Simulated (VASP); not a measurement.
# Ta2N (P-3m1) in VASP: further runs

The runs below take Ta2N through single point, with LDA.

Program: VASP 6.6.1. These are calculated values, not measurements. Logs are shortened: lines on timing, memory, paths and dates and some standing lists are left out, and cuts for length are marked.

### Step 1. The cell of the first run

Symmetry: P-3m1, No. 164, trigonal system. Conventional cell: a = 3.113 Å, b = 3.113 Å, c = 4.870 Å, α = 90.00°, β = 90.00°, γ = 120.00°. Ta (site symmetry 3m) has 3 N at 2.18 Å within 2.9 Å. N (site symmetry -3m) has 6 Ta at 2.18 Å within 2.9 Å.

### Step 2. Single point, LDA

INCAR reads:

```
SYSTEM = Ta2N
PREC     = Accurate       ! precision mode
ENCUT    = 600            ! plane-wave cutoff, eV
EDIFF    = 1E-6           ! SCF threshold, eV
ISMEAR   = -1             ! smearing method
SIGMA    = 0.05           ! smearing width, eV
LREAL    = .FALSE.        ! projectors in reciprocal space
LASPH    = .TRUE.         ! aspherical terms in the spheres
NELM     = 120            ! most SCF steps
ALGO     = Normal         ! electronic algorithm
ISIF     = 2              ! what is computed and relaxed
LWAVE    = .FALSE.        ! write WAVECAR
LCHARG   = .FALSE.        ! write CHGCAR
GGA      = CA             ! functional
NBANDS   = 22             ! bands
GGA_COMPAT= .FALSE.
```

KPOINTS reads:

```
Automatic mesh
0
G
  10 10 6
  0 0 0
```

POSCAR reads:

```
Ta2N
1.0
    3.1128615060      0.0000000000      0.0000000000
   -1.5564307530      2.6958171426      0.0000000000
    0.0000000000      0.0000000000      4.8698410000
Ta N
2 1
Direct
    0.3333333333      0.6666666667      0.2547110000
    0.6666666667      0.3333333333      0.7452890000
    0.0000000000      0.0000000000      0.0000000000
```

Potentials or basis: VASP PAW LDA potentials, release 64 (Ta_sv_GW, N).

On the command line:

```sh
> cat potpaw_LDA.64/Ta_sv_GW/POTCAR potpaw_LDA.64/N/POTCAR > POTCAR
> mpirun -np 1 vasp_std > vasp.out
```

OUTCAR:

```text
SYSTEM = Ta2N
   PREC = Accurate
   ENCUT = 600
   EDIFF = 1E-6
   ISMEAR = -1
   LREAL = .FALSE.
   LASPH = .TRUE.
   NELM = 120
   ISIF = 2
   GGA = CA

 ion  position               nearest neighbor table
   1  0.333  0.667  0.255-   3 2.18   3 2.18   3 2.18   2 2.99   2 2.99   2 2.99   2 3.06   2 3.06
                             2 3.06
   2  0.667  0.333  0.745-   3 2.18   3 2.18   3 2.18   1 2.99   1 2.99   1 2.99   1 3.06   1 3.06
                             1 3.06
   3  0.000  0.000  0.000-   1 2.18   2 2.18   1 2.18   2 2.18   2 2.18   1 2.18

  LATTYP: Found a hexagonal cell.
 ALAT       =     3.1128615060
 C/A-ratio  =     1.5644258476

  Lattice vectors:

 A1 = (   3.1128615060,   0.0000000000,   0.0000000000)
 A2 = (  -1.5564307530,   2.6958171426,   0.0000000000)
 A3 = (   0.0000000000,   0.0000000000,   4.8698410000)

Analysis of symmetry for initial positions (statically):
=====================================================================
 Subroutine PRICEL returns:
 Original cell was already a primitive cell.

 Routine SETGRP: Setting up the symmetry group for a
 hexagonal supercell.

 Subroutine GETGRP returns: Found 12 space group operations
 (whereof 12 operations were pure point group operations)
 out of a pool of 24 trial point group operations.

The static configuration has the point symmetry D_3d.

Analysis of symmetry for dynamics (positions and initial velocities):
=====================================================================
 Subroutine PRICEL returns:
 Original cell was already a primitive cell.

 Routine SETGRP: Setting up the symmetry group for a
 hexagonal supercell.

 Subroutine GETGRP returns: Found 12 space group operations
 (whereof 12 operations were pure point group operations)
 out of a pool of 24 trial point group operations.

The dynamic configuration has the point symmetry D_3d.

 Subroutine INISYM returns: Found 12 space group operations
 (whereof 12 operations are pure point group operations),
 and found     1 'primitive' translations

----------------------------------------------------------------------------------------

                                     Primitive cell

  volume of cell :      40.8663

  direct lattice vectors                    reciprocal lattice vectors
     3.112861506  0.000000000  0.000000000     0.321247829  0.185472520  0.000000000
    -1.556430753  2.695817143  0.000000000     0.000000000  0.370945041  0.000000000
     0.000000000  0.000000000  4.869841000     0.000000000  0.000000000  0.205345513

  length of vectors
     3.112861506  3.112861506  4.869841000     0.370945041  0.370945041  0.205345513

  position of ions in fractional coordinates (direct lattice)
     0.333333333  0.666666667  0.254711000
     0.666666667  0.333333333  0.745289000
     0.000000000  0.000000000  0.000000000

  ion indices of the primitive-cell ions
   primitive index   ion index
                 1           1
                 2           2
                 3           3

----------------------------------------------------------------------------------------

 KPOINTS: Automatic mesh

Automatic generation of k-mesh.
 Grid dimensions read from file:
 generate k-points for:   10   10    6

 Generating k-lattice:

  Cartesian coordinates                     Fractional coordinates (reciprocal lattice)
     0.032124783  0.018547252  0.000000000     0.100000000  0.000000000  0.000000000
     0.000000000  0.037094504  0.000000000     0.000000000  0.100000000  0.000000000
     0.000000000  0.000000000  0.034224252     0.000000000  0.000000000  0.166666667

  Length of vectors
     0.037094504  0.037094504  0.034224252

  Shift w.r.t. Gamma in fractional coordinates (k-lattice)
     0.000000000  0.000000000  0.000000000

 Subroutine IBZKPT returns following result:
 ===========================================

 Found     72 irreducible k-points:

 Following reciprocal coordinates:
            Coordinates               Weight
  0.000000  0.000000  0.000000      1.000000
  0.100000 -0.000000  0.000000      6.000000
  0.200000 -0.000000  0.000000      6.000000
  0.300000 -0.000000  0.000000      6.000000
  0.400000 -0.000000  0.000000      6.000000
  0.500000  0.000000  0.000000      3.000000
[... 16 lines left out ...]
  0.000000  0.400000  0.166667      6.000000
  0.500000  0.000000  0.166667      6.000000
 [... further k-points ...]
   k-points           NKPTS =     72   k-points in BZ     NKDIM =     72   number of bands    NBANDS=     22
   number of dos      NEDOS =    301   number of ions     NIONS =      3
   total plane-waves  NPLWV =  31360
   dimension x,y,z NGX =    28 NGY =   28 NGZ =   40
   dimension x,y,z NGXF=    56 NGYF=   56 NGZF=   80
   ions per type =               2   1
   NGX,Y,Z   is equivalent  to a cutoff of  14.95, 14.95, 13.66 a.u.
   NGXF,Y,Z  is equivalent  to a cutoff of  29.91, 29.91, 27.31 a.u.
 SYSTEM =  Ta2N
   PREC   = accura    normal or accurate (medium, high low for compatibility)
   ISTART =      0    job   : 0-new  1-cont  2-samecut
   ICHARG =      2    charge: 1-file 2-atom 10-const
   ISPIN  =      1    spin polarized calculation?
   LNONCOLLINEAR =      F non collinear calculations
   LSORBIT =      F    spin-orbit coupling
   LASPH  =      T    aspherical Exc in radial PAW
   ENCUT  =  600.0 eV  44.10 Ry    6.64 a.u.   6.22  6.22  9.73*2*pi/ulx,y,z
   NELM   =    120;   NELMIN=  2; NELMDL= -5     # of ELM steps
   EDIFF  = 0.1E-05   stopping-criterion for ELM
   LREAL  =      F    real-space projection
   EDIFFG = 0.1E-04   stopping-criterion for IOM
   NSW    =      0    number of steps for IOM
   IBRION =     -1    ionic relax: 0-MD 1-quasi-New 2-CG
   NFREE  =      0    steps in history (QN), initial steepest desc. (CG)
   ISIF   =      2    stress and relaxation
   ISYM   =      2    0-nonsym 1-usesym 2-fastsym
   POTIM  = 0.5000    time-step for ionic-motion
   TEBEG  =    0.0;   TEEND  =   0.0 temperature during run
   PSTRESS=    0.0 pullay stress
   NELECT =      31.0000    total number of electrons
   NUPDOWN=      -1.0000    fix difference up-down
   EMIN   =  10.00;   EMAX   =-10.00  energy-range for DOS
   EFERMI =   0.00;   METHOD = LEGACY
   ISMEAR =    -1;   SIGMA  =   0.05  broadening in eV -4-tet -1-fermi 0-gaus
   EFERMI_NEDOS =   21; number of points for ismear=-14 and -15
   IALGO  =     38    algorithm
   IMIX   =      4    mixing-type and parameters
     AMIX     =   0.40;   BMIX     =  1.00
     AMIX_MAG =   1.60;   BMIX_MAG =  1.00
  volume/ion in A,a.u.               =      13.62        91.93
  Fermi-wavevector in a.u.,A,eV,Ry     =   1.493048  2.821451 30.329997  2.229192
  Thomas-Fermi vector in A             =   2.605498
   LORBIT       =      0    0 simple, 1 ext, 2 COOP (PROOUT), +10 PAW based schemes
   GGA     = CA    functional components
   LHFCALC =     F    Hartree Fock is set to
   AEXX    =    0.0000 exact exchange contribution
   IVDW    =     0    specifies the selected vdW correction
   LEPSILON=     F    determine dielectric tensor
   LRPA    =     F    only Hartree local field effects (RPA)
 non-spin polarized calculation
  energy-cutoff  :      600.00
  volume of cell :       40.87
 maximum number of plane-waves:      1387
 NGX is ok and might be reduce to    28
   NGX = 13   NGY = 13   NGZ = 19

 number of electron      30.9999999 magnetization

 Free energy of the ion-electron system (eV)
  ---------------------------------------------------
  ext. energy  EPLUGINS =         0.00000000
  ---------------------------------------------------
  free energy    TOTEN  =       -42.57204452 eV

  energy without entropy =      -42.55827007  energy(sigma->0) =      -42.56515730

 E-fermi :  11.5515     XC(G=0): -13.4624

 val. band max:       11.5460110272   @ k =   0.0000   0.3000   0.3333
 cond. band min:      11.5517818454   @ k =  -0.1000   0.4000   0.1667
 fundamental gap:      0.0057708182
 Fermi energy:        11.5514746134

 k-point     1 :       0.0000    0.0000    0.0000
  band No.  band energies     occupation
      1     -56.7080      2.00000
      2     -56.6292      2.00000
      3     -23.9229      2.00000
      4     -23.1950      2.00000
      5     -23.1950      2.00000
      6     -23.0675      2.00000
[... 14 lines left out ...]
     21      12.6967      0.00000
     22      16.6322      0.00000

 k-point     2 :       0.1000   -0.0000    0.0000
  band No.  band energies     occupation
      1     -56.7027      2.00000
      2     -56.6275      2.00000
      3     -23.8930      2.00000
      4     -23.2545      2.00000
      5     -23.2165      2.00000
      6     -23.1267      2.00000
[... 14 lines left out ...]
     21      13.4174      0.00000
     22      16.5693      0.00000

 k-point     3 :       0.2000   -0.0000    0.0000
  band No.  band energies     occupation
      1     -56.6887      2.00000
      2     -56.6233      2.00000
      3     -23.8097      2.00000
      4     -23.4106      2.00000
      5     -23.2743      2.00000
      6     -23.2688      2.00000
[... 14 lines left out ...]
     21      15.0587      0.00000
     22      16.1560      0.00000

 k-point     4 :       0.3000   -0.0000    0.0000
  band No.  band energies     occupation
      1     -56.6701      2.00000
      2     -56.6194      2.00000
      3     -23.6969      2.00000
      4     -23.5977      2.00000
      5     -23.4444      2.00000
      6     -23.3287      2.00000
[... 14 lines left out ...]
     21      15.7287      0.00000
     22      16.7436      0.00000

 k-point     5 :       0.4000   -0.0000    0.0000
  band No.  band energies     occupation
      1     -56.6530      2.00000
      2     -56.6184      2.00000
      3     -23.7683      2.00000
      4     -23.5770      2.00000
      5     -23.5549      2.00000
      6     -23.3747      2.00000
[... 417 lines left out ...]
 k-point    22 :       0.4000   -0.0000    0.1667
  band No.  band energies     occupation
      1     -56.6507      2.00000
      2     -56.6207      2.00000
      3     -23.7887      2.00000
      4     -23.6516      2.00000
      5     -23.4741      2.00000
      6     -23.3606      2.00000
[... 14 lines left out ...]
     21      16.0622      0.00000
     22      16.4701      0.00000

 k-point    23 :       0.0000    0.4000    0.1667
  band No.  band energies     occupation
      1     -56.6507      2.00000
      2     -56.6207      2.00000
      3     -23.8287      2.00000
      4     -23.6170      2.00000
      5     -23.4538      2.00000
      6     -23.3571      2.00000
[... 14 lines left out ...]
     21      15.7091      0.00000
     22      17.7108      0.00000

 k-point    24 :       0.5000    0.0000    0.1667
  band No.  band energies     occupation
      1     -56.6435      2.00000
      2     -56.6211      2.00000
      3     -23.8586      2.00000
      4     -23.6760      2.00000
      5     -23.4255      2.00000
      6     -23.3755      2.00000
[... 14 lines left out ...]
     21      16.0967      0.00000
     22      16.9129      0.00000

 [... further k-points ...]
[... 5 lines left out ...]
  --------------------------------------------------------------------------------------
  -------------------------------------------------------------------------------------
  Total       -3.5171211     -3.5171211     -3.4852008      0.0000000     -0.0000000      0.0000000
  in kB     -137.8900397   -137.8900397   -136.6385915      0.0000000     -0.0000000      0.0000000
  external PRESSURE =    -137.4728903 kB  Pullay stress =       0.0000000 kB

 VOLUME and BASIS-vectors are now :
 -----------------------------------------------------------------------------
  energy-cutoff  :      600.00
  volume of cell :       40.87
      direct lattice vectors                 reciprocal lattice vectors
     3.112861506  0.000000000  0.000000000     0.321247829  0.185472520  0.000000000
    -1.556430753  2.695817143  0.000000000     0.000000000  0.370945041  0.000000000
     0.000000000  0.000000000  4.869841000     0.000000000  0.000000000  0.205345513

 POSITION                                       TOTAL-FORCE (eV/Angst)
 -----------------------------------------------------------------------------------
     -0.00000      1.79721      1.24040        -0.000000      0.000000     -0.415349
      1.55643      0.89861      3.62944         0.000000      0.000000      0.415349
      0.00000      0.00000      0.00000         0.000000      0.000000      0.000000
 -----------------------------------------------------------------------------------
    total drift:                                0.000000     -0.000000     -0.000000

  FREE ENERGIE OF THE ION-ELECTRON SYSTEM (eV)
  ---------------------------------------------------
  free  energy   TOTEN  =       -42.5720445200 eV

  energy  without entropy=      -42.5582700727  energy(sigma->0) =      -42.56515730
```

Run time: 50 s. Hardware: 1 thread of AMD EPYC 9R45 (Zen 5), shared host; peak memory 0.19 GiB.

What came out:

| Property | Result |
| --- | --- |
| Free energy | -42.5720 eV |
| Pressure | -13.7 GPa |
| Largest force | 0.415 eV/Å |

Forces on the atoms (eV/Å):
```
Ta   0.000  0.000 -0.415
Ta   0.000  0.000  0.415
N    0.000  0.000  0.000
```

Levels at points of the mesh, in eV from the Fermi level:
```tsv
k point	band 13	band 14	band 15	band 16	band 17	band 18
(0.00, 0.00, 0.00)	-4.77	-0.66	-0.25	-0.25	0.25	0.25
(0.50, 0.00, 0.00)	-4.49	-2.51	-1.28	1.76	1.89	3.68
(0.00, 0.00, 0.50)	-2.80	-2.53	-1.13	-1.13	1.79	2.03
(0.50, 0.00, 0.50)	-3.23	-2.04	-2.03	-0.23	0.71	3.24
```

Caveat: spin-orbit coupling is left out, which moves the levels of the heavy elements.

[end of part 1 of 2]
